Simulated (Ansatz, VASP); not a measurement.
**SnO2 in VASP and in Ansatz**

```
Sn O
1.0
     4.76022    0.00000    0.00000
     0.00000    4.76022    0.00000
     0.00000    0.00000    3.20057
Sn O
2 4
Direct
  0.00000 0.00000 0.00000
  0.50000 0.50000 0.50000
  0.26133 0.26133 0.00000
  0.19411 0.80589 0.50000
  0.69411 0.69411 0.00000
  0.80589 0.19411 0.50000
```

Alike in both runs: task single point; functional r2SCAN; k mesh 6 × 6 × 8; occupations gaussian, width 0.05 eV; no spin polarisation.

```csv
,VASP,Ansatz
version,VASP 6.6.1,Ansatz 0.2.0
potentials or method,"VASP PAW PBE potentials, release 64 (Sn_d, O), cutoff 520 eV","scalar-relativistic, plane waves, PAW"
valence electrons in the cell,52,52
```

VASP gave:

```
gap on the k mesh at the Fermi level (eV)                     : 1.46
least direct gap on the mesh (eV)                             : 1.46
pressure (GPa)                                                : 7.5
traceless stress, the component that is largest in VASP (GPa) : 11.30
rms of the force components (eV/Å)                            : 2.985
```

Task: Which values does Ansatz return?

Result: gap on the k mesh at the Fermi level (eV): 1.45; least direct gap on the mesh (eV): 1.45; pressure (GPa): 6.5; traceless stress, the component that is largest in VASP (GPa): 11.50; rms of the force components (eV/Å): 2.976.

VASP's potentials were made for PBE, not for r2SCAN. Atom by atom the forces differ by 0.024 eV/Å (rms over components).
